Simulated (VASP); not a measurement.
# TaN (P-62m) in VASP: further runs, part 2 of 2

VASP 6.6.1. Earlier steps stand in the parts before.

## 4. Single point, PBE, collinear spin

This run uses another cell than the first one, of 11.34 Å³/atom.

INCAR reads:

```
PREC = Accurate ; ENCUT = 600
EDIFF = 1E-6 ; ISMEAR = 0
SIGMA = 0.05 ; LREAL = F
LASPH = T ; NELM = 200
ALGO = Normal ; ISIF = 2
LWAVE = F ; LCHARG = F
ISPIN = 2 ; MAGMOM = 2 2 -2 0 0 0
LORBIT = 11 ; LMAXMIX = 4
GGA = PE ; NBANDS = 37
GGA_COMPAT = F
```

KPOINTS reads:

```
Automatic mesh
0
Gamma
  6 6 8
```

POSCAR reads:

```
TaN
1.0
    5.1960001516      0.0000000000      0.0000000000
   -2.5980000757      4.4998681294      0.0000000000
    0.0000000000      0.0000000000      2.9109995993
Ta N
3 3
Direct
    0.3333333333      0.6666666667      0.5000000000
    0.6666666667      0.3333333333      0.5000000000
    0.0000000000      0.0000000000      0.0000000000
    0.3928500000      0.0000000000      0.0000000000
    0.6071500000      0.6071500000      0.0000000000
    0.0000000000      0.3928500000      0.0000000000
```

Potentials or basis: VASP PAW PBE potentials, release 64 (Ta_pv, N).

On the command line:

```
cat potpaw_PBE.64/Ta_pv/POTCAR potpaw_PBE.64/N/POTCAR > POTCAR
mpirun -np 1 vasp_std > vasp.out
```

OUTCAR:

```text
PREC = Accurate
   ENCUT = 600
   EDIFF = 1E-6
   ISMEAR = 0
   LREAL = F
   LASPH = T
   NELM = 200
   ISIF = 2
   ISPIN = 2
   LORBIT = 11
   GGA = PE

 ion  position               nearest neighbor table
   1  0.333  0.667  0.500-   4 2.16   4 2.16   6 2.16   6 2.16   5 2.16   5 2.16   2 3.00   2 3.00
                             2 3.00   3 3.33   3 3.33   3 3.33   3 3.33   3 3.33   3 3.33
   2  0.667  0.333  0.500-   6 2.16   6 2.16   4 2.16   4 2.16   5 2.16   5 2.16   1 3.00   1 3.00
                             1 3.00   3 3.33   3 3.33   3 3.33   3 3.33   3 3.33   3 3.33
   3  0.000  0.000  0.000-   6 2.04   4 2.04   5 2.04   2 3.33   1 3.33   1 3.33   2 3.33   1 3.33
                             1 3.33   2 3.33   2 3.33   2 3.33   2 3.33   1 3.33   1 3.33
   4  0.393  0.000  0.000-   3 2.04   1 2.16   1 2.16   2 2.16   2 2.16
   5  0.607  0.607  0.000-   3 2.04   2 2.16   2 2.16   1 2.16   1 2.16
   6  0.000  0.393  0.000-   3 2.04   2 2.16   2 2.16   1 2.16   1 2.16

  LATTYP: Found a hexagonal cell.
 ALAT       =     5.1960001516
 C/A-ratio  =     0.5602385516

  Lattice vectors:

 A1 = (   5.1960001516,   0.0000000000,   0.0000000000)
 A2 = (  -2.5980000757,   4.4998681294,   0.0000000000)
 A3 = (   0.0000000000,   0.0000000000,   2.9109995993)

Analysis of symmetry for initial positions (statically):
=====================================================================
 Subroutine PRICEL returns:
 Original cell was already a primitive cell.

 Routine SETGRP: Setting up the symmetry group for a
 hexagonal supercell.

 Subroutine GETGRP returns: Found 12 space group operations
 (whereof 12 operations were pure point group operations)
 out of a pool of 24 trial point group operations.

The static configuration has the point symmetry D_3h.

Analysis of symmetry for dynamics (positions and initial velocities):
=====================================================================
 Subroutine PRICEL returns:
 Original cell was already a primitive cell.

 Routine SETGRP: Setting up the symmetry group for a
 hexagonal supercell.
[... 190 lines left out ...]
      2     -27.9026      1.00000
      3     -27.5497      1.00000
      4     -27.5497      1.00000
      5     -27.3824      1.00000
      6     -27.2756      1.00000
[... 925 lines left out ...]
     35      14.0542      0.00000
     36      14.6572      0.00000

 [... further k-points ...]

 spin component 2

 k-point     1 :       0.0000    0.0000    0.0000
  band No.  band energies     occupation
      1     -27.9027      1.00000
      2     -27.9027      1.00000
      3     -27.5497      1.00000
      4     -27.5497      1.00000
      5     -27.3825      1.00000
      6     -27.2757      1.00000
[... 925 lines left out ...]
     35      14.0542      0.00000
     36      14.6571      0.00000

 [... further k-points ...]

 [bands above 36 left out]

------------------------ aborting loop because EDIFF is reached ----------------------------------------

  FORCE on cell =-STRESS in cart. coord.  units (eV):
  Direction    XX          YY          ZZ          XY          YZ          ZX
  --------------------------------------------------------------------------------------
  -------------------------------------------------------------------------------------
  Total        2.6192636      2.6192636      1.8520222      0.0000000      0.0000000      0.0000000
  in kB       61.6564770     61.6564770     43.5959029      0.0000000      0.0000000      0.0000000
  external PRESSURE =      55.6362856 kB  Pullay stress =       0.0000000 kB

 VOLUME and BASIS-vectors are now :
 -----------------------------------------------------------------------------
  energy-cutoff  :      600.00
  volume of cell :       68.06
      direct lattice vectors                 reciprocal lattice vectors
     5.196000152  0.000000000  0.000000000     0.192455730  0.111114367  0.000000000
    -2.598000076  4.499868129  0.000000000     0.000000000  0.222228735  0.000000000
     0.000000000  0.000000000  2.910999599     0.000000000  0.000000000  0.343524609

 POSITION                                       TOTAL-FORCE (eV/Angst)
 -----------------------------------------------------------------------------------
     -0.00000      2.99991      1.45550         0.000000     -0.000000      0.000000
      2.59800      1.49996      1.45550         0.000000     -0.000000      0.000000
      0.00000      0.00000      0.00000         0.000000     -0.000000      0.000000
      2.04125      0.00000      0.00000         0.027941     -0.000000     -0.000000
      1.57738      2.73209      0.00000        -0.013970     -0.024197      0.000000
     -1.02062      1.76777      0.00000        -0.013970      0.024197     -0.000000
 -----------------------------------------------------------------------------------
    total drift:                               -0.000000     -0.000001     -0.000000

  FREE ENERGIE OF THE ION-ELECTRON SYSTEM (eV)
  ---------------------------------------------------
  free  energy   TOTEN  =       -67.4866005328 eV

  energy  without entropy=      -67.4863948151  energy(sigma->0) =      -67.48649767

 total charge

# of ion       s       p       d       tot
------------------------------------------
    1        0.295   6.265   2.383   8.943
    2        0.295   6.265   2.383   8.943
    3        0.336   6.222   2.417   8.975
    4        1.237   2.559   0.000   3.796
    5        1.237   2.559   0.000   3.796
    6        1.237   2.559   0.000   3.796
--------------------------------------------------
tot          4.636  26.429   7.182  38.247

 magnetization (x)

# of ion       s       p       d       tot
------------------------------------------
    1       -0.000  -0.000  -0.000  -0.000
    2       -0.000  -0.000  -0.000  -0.000
    3        0.000   0.000   0.000   0.000
    4       -0.000   0.000   0.000   0.000
    5       -0.000   0.000   0.000   0.000
    6       -0.000   0.000   0.000   0.000
--------------------------------------------------
tot          0.000   0.000  -0.000   0.000
```

OSZICAR:

```text
N       E                     dE             d eps       ncg     rms          rms(c)
DAV:   1     0.481287685707E+03    0.48129E+03   -0.27605E+04  5180   0.152E+03
DAV:   2    -0.426842228583E+02   -0.52397E+03   -0.49592E+03  5823   0.452E+02
DAV:   3    -0.756732878289E+02   -0.32989E+02   -0.32311E+02  6223   0.111E+02
DAV:   4    -0.762148073319E+02   -0.54152E+00   -0.53817E+00  6397   0.143E+01
DAV:   5    -0.762211977219E+02   -0.63904E-02   -0.63875E-02  6146   0.142E+00    0.453E+01
DAV:   6    -0.675320750615E+02    0.86891E+01   -0.32018E+01  6308   0.348E+01    0.174E+01
DAV:   7    -0.675795331674E+02   -0.47458E-01   -0.22243E+00  5726   0.886E+00    0.123E+01
DAV:   8    -0.675266276622E+02    0.52906E-01   -0.32900E-01  5949   0.316E+00    0.490E+00
DAV:   9    -0.674874207452E+02    0.39207E-01   -0.21489E-02  6366   0.107E+00    0.933E-01
DAV:  10    -0.674864932750E+02    0.92747E-03   -0.11909E-02  5907   0.615E-01    0.230E-01
DAV:  11    -0.674866073632E+02   -0.11409E-03   -0.14557E-03  6013   0.248E-01    0.141E-01
DAV:  12    -0.674866633174E+02   -0.55954E-04   -0.17888E-04  5926   0.980E-02    0.422E-02
DAV:  13    -0.674866059046E+02    0.57413E-04   -0.16202E-05  6074   0.360E-02    0.238E-02
DAV:  14    -0.674866009835E+02    0.49211E-05   -0.35842E-06  5207   0.125E-02    0.540E-03
DAV:  15    -0.674866005328E+02    0.45073E-06   -0.56407E-07  2930   0.524E-03
   1 F= -.67486601E+02 E0= -.67486498E+02  d E =-.205718E-03  mag=     0.0000
```

stdout:

```text
POSCAR found type information on POSCAR TaN
 POSCAR found :  2 types and       6 ions
 scaLAPACK will be used
 LDA part: xc-table for (Slater+PW92), standard interpolation
 POSCAR, INCAR and KPOINTS ok, starting setup
 FFT: planning ... GRIDC
 FFT: planning ... GRID_SOFT
 FFT: planning ... GRID
 WAVECAR not read
 entering main loop
```

Run time: 4.9 min. Hardware: 1 thread of Intel Xeon 8259CL, shared host; peak memory 0.33 GiB.

What came out:

```
Free energy                                           : -67.4866 eV
Pressure                                              : 5.6 GPa
Largest force                                         : 0.028 eV/Å
Band gap on the k mesh                                : zero (filled and empty bands overlap)
Net moment                                            : 0.00 μB per cell
Valence electrons inside the program's atomic spheres : Ta 8.94, 8.97 (each value once); N 3.80
```

Forces in eV/Å, atoms in the order of the input:
```
Ta   0.000  0.000  0.000
Ta   0.000  0.000  0.000
Ta   0.000  0.000  0.000
N    0.028  0.000  0.000
N   -0.014 -0.024  0.000
N   -0.014  0.024  0.000
```

Levels at points of the mesh, in eV from the Fermi level:
Spin up:
```tsv
k point	band 22	band 23	band 24	band 25	band 26	band 27
(0.00, 0.00, 0.00)	-3.50	-2.08	-1.08	-1.08	0.43	0.43
(0.50, 0.00, 0.00)	-4.05	-3.01	-2.79	1.04	1.65	1.76
(0.00, 0.00, 0.50)	-3.04	-3.04	1.75	1.75	1.81	2.05
(0.50, 0.00, 0.50)	-3.42	-2.13	-1.11	0.35	1.22	3.09
```
Spin down:
| k point | band 20 | band 21 | band 22 | band 23 | band 24 | band 25 | band 26 | band 27 | band 28 | band 29 |
| --- | --- | --- | --- | --- | --- | --- | --- | --- | --- | --- |
| (0.00, 0.00, 0.00) | -5.18 | -4.44 | -3.50 | -2.08 | -1.08 | -1.08 | 0.43 | 0.43 | 1.67 | 1.76 |
| (0.50, 0.00, 0.00) | -4.77 | -4.06 | -4.05 | -3.01 | -2.79 | 1.04 | 1.65 | 1.76 | 2.25 | 2.27 |
| (0.00, 0.00, 0.50) | -4.65 | -4.50 | -3.04 | -3.04 | 1.75 | 1.75 | 1.81 | 2.05 | 2.05 | 3.11 |
| (0.50, 0.00, 0.50) | -4.88 | -4.18 | -3.42 | -2.13 | -1.11 | 0.35 | 1.22 | 3.09 | 3.16 | 3.21 |

Caveat: the cell stands under pressure; spin-orbit coupling is left out, which moves the levels of the heavy elements.

## 5. Summary

```csv
level,cell,gap on the mesh (eV),pressure (GPa),moment (μB),largest force (eV/Å)
PBEsol+D3(BJ),"a = 5.148, b = 5.148, c = 2.875 Å, angles 90.0, 90.0, 120.0°, 6 atoms",none,0.9,0.00,0.01
PBEsol+D3(BJ),"a = 5.184, b = 5.184, c = 2.892 Å, angles 90.0, 90.0, 120.0°, 6 atoms",none,-5.7,0.00,0.01
PBE,"a = 5.196, b = 5.196, c = 2.911 Å, angles 90.0, 90.0, 120.0°, 6 atoms",none,5.6,0.00,0.03
```

Alike in all rows: task single point; potentials or basis VASP PAW PBE potentials, release 64 (Ta_pv, N); spin collinear; k mesh 6 × 6 × 8; cutoff (eV) 600; smearing gaussian 0.05 eV.

Caveats: spin-orbit coupling is left out, which moves the levels of the heavy elements; the PAW data sets were made with another functional, which shifts forces and pressure a little (at least some runs); the cell stands under tension (at least some runs); the cell stands under pressure (at least some runs).

Absolute energies hang on the potentials; compare differences alone.
